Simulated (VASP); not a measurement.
Runs of VASP 6.6.1 on PbS. The structure is that of space group P-6m2 (No. 187), or close to it. The cells are those of the table. 

| cell | gap on the mesh (eV) | pressure (GPa) |
| --- | --- | --- |
| a = 4.130, b = 4.130, c = 3.826 Å, angles 90.0, 90.0, 120.0°, 2 atoms | (b) | -4.1 |
| a = 4.170, b = 4.170, c = 3.862 Å, angles 90.0, 90.0, 120.0°, 2 atoms | 1.06 | -5.1 |
| a = 4.006, b = 4.006, c = 3.711 Å, angles 90.0, 90.0, 120.0°, 2 atoms | 0.72 | (a) |
| a = 4.048, b = 4.048, c = 3.750 Å, angles 90.0, 90.0, 120.0°, 2 atoms | 0.82 | -1.3 |

Alike in all rows: task single point; level PBEsol; potentials or basis VASP PAW PBE potentials, release 64 (Pb_d, S); no spin polarisation; k mesh 5 × 5 × 5; cutoff (eV) 500; smearing gaussian 0.01 eV.

Fill in the values left out.

(a) 0.5; (b) 0.99.

Caveats: the PAW data sets were made with another functional, which shifts forces and pressure a little; spin-orbit coupling is left out, which moves the levels of the heavy elements.

A k mesh can miss the band edges, and the runs leave out spin-orbit coupling on Pb.
